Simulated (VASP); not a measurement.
# FeGe (P6/mmm) in VASP: further runs

The runs below take FeGe through relaxation of cell and atoms, with LDA+U.

Everything below comes from runs of VASP 6.6.1. Logs are shortened: lines on timing, memory, paths and dates and some standing lists are left out, and cuts for length are marked.

### 1 The cell of the first run

Symmetry: P6/mmm, No. 191, hexagonal system. The conventional cell has a = 4.998 Å, b = 4.998 Å, c = 4.116 Å, α = 90.00°, β = 90.00°, γ = 120.00°. Ge (site symmetry -6m2) has 6 Fe at 2.51 Å and 3 Ge at 2.89 Å within 3.3 Å. Ge (site symmetry 6/mmm) has 6 Fe at 2.50 Å within 3.3 Å. Within 3.3 Å of Fe (site symmetry mmm) lie 6 Ge at 2.50 to 2.51 Å and 4 Fe at 2.50 Å.

### 2 Relaxation of cell and atoms, LDA+U, collinear spin, ferromagnetic start

INCAR reads:

```
SYSTEM = FeGe
ALGO     = Normal         ! electronic algorithm
EDIFF    = 1E-6           ! SCF threshold, eV
EDIFFG   = -0.01          ! ionic threshold
ENCUT    = 600            ! plane-wave cutoff, eV
GGA      = CA             ! functional
IBRION   = 2              ! ionic algorithm
ISIF     = 3              ! what is computed and relaxed
ISMEAR   = -1             ! smearing method
ISPIN    = 2              ! spin polarisation
LASPH    = .True.         ! aspherical terms in the spheres
LCHARG   = .False.        ! write CHGCAR
LDAU     = .True.         ! DFT+U
LDAUJ    = 0 0          
LDAUL    = -1 2           ! shell
LDAUPRINT= 1            
LDAUTYPE = 2            
LDAUU    = 0 4            ! U, eV
LMAXMIX  = 4              ! l up to which the mixer works
LORBIT   = 11             ! projections on sites
LREAL    = .False.        ! projectors in reciprocal space
LWAVE    = .False.        ! write WAVECAR
MAGMOM   = 0 0 0 3 3 3    ! initial moments
NELM     = 150            ! most SCF steps
NSW      = 60             ! ionic steps
PREC     = Accurate       ! precision mode
SIGMA    = 0.05           ! smearing width, eV
```

KPOINTS reads:

```
k-points
0
Gamma
  6 6 7
  0 0 0
```

POSCAR reads:

```
FeGe
1.0
    4.9976023358      0.0000000000      0.0000000000
   -2.4988011679      4.3280505808      0.0000000000
    0.0000000000      0.0000000000      4.1157613500
Ge Fe
3 3
Direct
    0.6666666667      0.3333333333      0.5000000000
    0.3333333333      0.6666666667      0.5000000000
    0.0000000000      0.0000000000      0.0000000000
    0.0000000000      0.5000000000      0.0000000000
    0.5000000000      0.5000000000      0.0000000000
    0.5000000000      0.0000000000      0.0000000000
```

Potentials or basis: VASP PAW LDA potentials, release 64 (Ge_d, Fe).

Run with:

```
cat potpaw_LDA.64/Ge_d/POTCAR potpaw_LDA.64/Fe/POTCAR > POTCAR
mpirun -np 1 vasp_std > vasp.out
```

OUTCAR:

```text
SYSTEM = FeGe
   EDIFF = 1E-6
   EDIFFG = -0.01
   ENCUT = 600
   GGA = CA
   IBRION = 2
   ISIF = 3
   ISMEAR = -1
   ISPIN = 2
   LASPH = .True.
   LORBIT = 11
   LREAL = .False.
   NELM = 150
   NSW = 60
   PREC = Accurate

 ion  position               nearest neighbor table
   1  0.667  0.333  0.500-   6 2.51   6 2.51   4 2.51   4 2.51   5 2.51   5 2.51   2 2.89   2 2.89
                             2 2.89
   2  0.333  0.667  0.500-   6 2.51   6 2.51   4 2.51   4 2.51   5 2.51   5 2.51   1 2.89   1 2.89
                             1 2.89
   3  0.000  0.000  0.000-   4 2.50   5 2.50   4 2.50   5 2.50   6 2.50   6 2.50
   4  0.000  0.500  0.000-   3 2.50   6 2.50   3 2.50   6 2.50   5 2.50   5 2.50   2 2.51   2 2.51
                             1 2.51   1 2.51
   5  0.500  0.500  0.000-   3 2.50   6 2.50   6 2.50   3 2.50   4 2.50   4 2.50   2 2.51   2 2.51
                             1 2.51   1 2.51
   6  0.500  0.000  0.000-   4 2.50   5 2.50   5 2.50   4 2.50   3 2.50   3 2.50   2 2.51   2 2.51
                             1 2.51   1 2.51

  LATTYP: Found a hexagonal cell.
 ALAT       =     4.9976023358
 C/A-ratio  =     0.8235471879

  Lattice vectors:

 A1 = (   4.9976023358,   0.0000000000,   0.0000000000)
 A2 = (  -2.4988011679,   4.3280505808,   0.0000000000)
 A3 = (   0.0000000000,   0.0000000000,   4.1157613500)

Analysis of symmetry for initial positions (statically):
=====================================================================
 Subroutine PRICEL returns:
 Original cell was already a primitive cell.

 Routine SETGRP: Setting up the symmetry group for a
 hexagonal supercell.

 Subroutine GETGRP returns: Found 24 space group operations
 (whereof 24 operations were pure point group operations)
 out of a pool of 24 trial point group operations.

The static configuration has the point symmetry D_6h.

Analysis of symmetry for dynamics (positions and initial velocities):
=====================================================================
 Subroutine PRICEL returns:
 Original cell was already a primitive cell.

 Routine SETGRP: Setting up the symmetry group for a
 hexagonal supercell.

 Subroutine GETGRP returns: Found 24 space group operations
 (whereof 24 operations were pure point group operations)
 out of a pool of 24 trial point group operations.

The dynamic configuration has the point symmetry D_6h.

Analysis of structural, dynamic, and magnetic symmetry:
=====================================================================
 Subroutine PRICEL returns:
 Original cell was already a primitive cell.

 Routine SETGRP: Setting up the symmetry group for a
 hexagonal supercell.

 Subroutine GETGRP returns: Found 24 space group operations
 (whereof 24 operations were pure point group operations)
 out of a pool of 24 trial point group operations.

The overall configuration has the point symmetry D_6h.

 Subroutine INISYM returns: Found 24 space group operations
 (whereof 24 operations are pure point group operations),
 and found     1 'primitive' translations

----------------------------------------------------------------------------------------

                                     Primitive cell

  volume of cell :      89.0234

  direct lattice vectors                    reciprocal lattice vectors
     4.997602336  0.000000000  0.000000000     0.200095953  0.115525452  0.000000000
    -2.498801168  4.328050581  0.000000000     0.000000000  0.231050904  0.000000000
     0.000000000  0.000000000  4.115761350     0.000000000  0.000000000  0.242968412

  length of vectors
     4.997602336  4.997602336  4.115761350     0.231050904  0.231050904  0.242968412

  position of ions in fractional coordinates (direct lattice)
     0.666666667  0.333333333  0.500000000
     0.333333333  0.666666667  0.500000000
     0.000000000  0.000000000  0.000000000
     0.000000000  0.500000000  0.000000000
     0.500000000  0.500000000  0.000000000
     0.500000000  0.000000000  0.000000000

  ion indices of the primitive-cell ions
   primitive index   ion index
[... 47 lines left out ...]
   EFERMI =   0.00;   METHOD = LEGACY
   ISMEAR =    -1;   SIGMA  =   0.05  broadening in eV -4-tet -1-fermi 0-gaus
   EFERMI_NEDOS =   21; number of points for ismear=-14 and -15
   IALGO  =     38    algorithm
   IMIX   =      4    mixing-type and parameters
     AMIX     =   0.40;   BMIX     =  1.00
     AMIX_MAG =   1.60;   BMIX_MAG =  1.00
  volume/ion in A,a.u.               =      14.84       100.13
  Fermi-wavevector in a.u.,A,eV,Ry     =   1.481681  2.799971 29.869943  2.195379
  Thomas-Fermi vector in A             =   2.595561
   LORBIT       =     11    0 simple, 1 ext, 2 COOP (PROOUT), +10 PAW based schemes
 LDA+U is selected, type is set to LDAUTYPE =  2
   angular momentum for each species LDAUL =    -1    2
   U (eV)           for each species LDAUU =   0.0  4.0
   J (eV)           for each species LDAUJ =   0.0  0.0
   GGA     = CA    functional components
   LHFCALC =     F    Hartree Fock is set to
   AEXX    =    0.0000 exact exchange contribution
   IVDW    =     0    specifies the selected vdW correction
   LEPSILON=     F    determine dielectric tensor
   LRPA    =     F    only Hartree local field effects (RPA)
 conjugate gradient relaxation of ions
 spin polarized calculation
  energy-cutoff  :      600.00
  volume of cell :       89.02
 maximum number of plane-waves:      2992
 NGX is ok and might be reduce to    40
   NGX = 19   NGY = 19   NGZ = 17

--------------------------------------- Ionic step        1  -------------------------------------------

 number of electron      65.9999988 magnetization       7.7283349

 Free energy of the ion-electron system (eV)
  ---------------------------------------------------
  ext. energy  EPLUGINS =         0.00000000
  ---------------------------------------------------
  free energy    TOTEN  =       -34.15021599 eV

  energy without entropy =      -34.13004280  energy(sigma->0) =      -34.14012940

------------------------ aborting loop because EDIFF is reached ----------------------------------------

  FORCE on cell =-STRESS in cart. coord.  units (eV):
  Direction    XX          YY          ZZ          XY          YZ          ZX
  --------------------------------------------------------------------------------------
  -------------------------------------------------------------------------------------
  Total       -1.1374465     -1.1374465     -0.7661698     -0.0000000     -0.0000000     -0.0000000
  in kB      -20.4709188    -20.4709188    -13.7889567     -0.0000000     -0.0000000     -0.0000000
  external PRESSURE =     -18.2435981 kB  Pullay stress =       0.0000000 kB
[... 246 lines left out ...]
--------------------------------------- Ionic step        5  -------------------------------------------

 number of electron      65.9999985 magnetization       7.5905721

 Free energy of the ion-electron system (eV)
  ---------------------------------------------------
  ext. energy  EPLUGINS =         0.00000000
  ---------------------------------------------------
  free energy    TOTEN  =       -34.16013982 eV

  energy without entropy =      -34.13920422  energy(sigma->0) =      -34.14967202

 E-fermi :   6.6696     XC(G=0): -12.3096

 val. band max:        6.6374086299   @ k =   0.3333   0.0000   0.1429
 cond. band min:       6.6722171942   @ k =   0.3333   0.1667   0.1429
 fundamental gap:      0.0348085643
 Fermi energy:         6.6696154720

 spin component 1

 k-point     1 :       0.0000    0.0000    0.0000
  band No.  band energies     occupation
      1     -18.1218      1.00000
      2     -18.1218      1.00000
      3     -18.0767      1.00000
      4     -18.0767      1.00000
      5     -18.0519      1.00000
      6     -18.0483      1.00000
[... 2284 lines left out ...]
  FREE ENERGIE OF THE ION-ELECTRON SYSTEM (eV)
  ---------------------------------------------------
  free  energy   TOTEN  =       -34.1601398218 eV

  energy  without entropy=      -34.1392042172  energy(sigma->0) =      -34.14967202

 reached required accuracy - stopping structural energy minimisation

 total charge

# of ion       s       p       d       tot
------------------------------------------
    1        1.161   1.196  10.063  12.420
    2        1.161   1.196  10.063  12.420
    3        1.179   1.188  10.039  12.406
    4        0.441   0.568   6.436   7.444
    5        0.441   0.568   6.436   7.444
    6        0.441   0.568   6.436   7.444
--------------------------------------------------
tot          4.822   5.283  49.471  59.577

 magnetization (x)

# of ion       s       p       d       tot
------------------------------------------
    1        0.006  -0.070  -0.002  -0.066
    2        0.006  -0.070  -0.002  -0.066
    3        0.012  -0.144   0.003  -0.129
    4        0.000  -0.008   2.680   2.673
    5        0.000  -0.008   2.680   2.673
    6        0.000  -0.008   2.680   2.673
--------------------------------------------------
tot          0.025  -0.306   8.039   7.758
```

Run time: 13 min. Hardware: 1 thread of Oxide Virtual Turin-like, shared host; peak memory 0.3 GiB.

What came out:

| Quantity | Value |
| --- | --- |
| Free energy | -34.1601 eV |
| Relaxed volume | 14.57 Å³/atom |
| Relaxed cell | a = 4.964 Å, b = 4.964 Å, c = 4.097 Å, α = 90.00°, β = 90.00°, γ = 120.00° |
| Space group after relaxing (to 0.1 Å) | P6/mmm (No. 191) |
| Energy gained by relaxing | 1.7 meV/atom |
| Ionic steps | 5 |
| Pressure after relaxing | 0.0 GPa |
| Net moment | 7.59 μB per cell |
| Site moments | Ge -0.07, -0.13 (each value once); Fe +2.67 μB |
| Valence electrons inside the program's atomic spheres | Ge 12.42, 12.41 (each value once); Fe 7.44 |

Step by step:
```
step  energy change (eV)  largest force (eV/Å)  pressure (GPa)  volume (Å³)
   1              0.0000                0.0000           -1.82        89.02
   2             -0.0090                0.0000            0.55        86.86
   3             -0.0099                0.0000            0.12        87.36
   4             -0.0099                0.0000           -0.07        87.46
   5             -0.0099                0.0000           -0.05        87.43
```

Final structure:
```xyz
6
Lattice="4.9638 0.0000 0.0000 -2.4819 4.2988 0.0000 0.0000 0.0000 4.0970" Properties=species:S:1:pos:R:3 pbc="T T T"
Ge    2.4819    1.4329    2.0485
Ge    0.0000    2.8659    2.0485
Ge    0.0000    0.0000    0.0000
Fe   -1.2410    2.1494    0.0000
Fe    1.2410    2.1494    0.0000
Fe    2.4819    0.0000    0.0000
```

Levels at points of the mesh, in eV from the Fermi level:
Spin up:
| k point | band 32 | band 33 | band 34 | band 35 | band 36 | band 37 | band 38 | band 39 | band 40 | band 41 |
| --- | --- | --- | --- | --- | --- | --- | --- | --- | --- | --- |
| (0.00, 0.00, 0.00) | -3.27 | -2.96 | -2.96 | -1.92 | -1.71 | -0.10 | -0.10 | 2.69 | 2.88 | 4.27 |
| (0.50, 0.00, 0.00) | -3.37 | -3.32 | -1.25 | -0.30 | 0.44 | 0.76 | 0.93 | 2.34 | 3.13 | 3.49 |
Spin down:
```
           k point  band 27  band 28  band 29  band 30  band 31  band 32
(0.00, 0.00, 0.00)    -2.25    -0.21    -0.21     1.44     1.44     1.70
(0.50, 0.00, 0.00)    -1.38    -1.36     0.45     0.54     1.00     1.01
```

Eigenvalues of the final occupation matrices:
| site | spin | trace | eigenvalues |
| --- | --- | --- | --- |
| site 4 d | 1 | 4.57 | 0.89 0.91 0.92 0.93 0.93 |
| site 4 d | 2 | 1.89 | 0.20 0.21 0.24 0.58 0.66 |
| site 5 d | 1 | 4.57 | 0.89 0.91 0.92 0.93 0.93 |
| site 5 d | 2 | 1.89 | 0.20 0.21 0.24 0.58 0.66 |
| site 6 d | 1 | 4.57 | 0.89 0.91 0.92 0.93 0.93 |
| site 6 d | 2 | 1.89 | 0.20 0.21 0.24 0.58 0.66 |

Caveat: the U is typed as a test and isn't derived for this compound. The state reached can hang on the start; a lower one may exist.

[end of part 1 of 2]
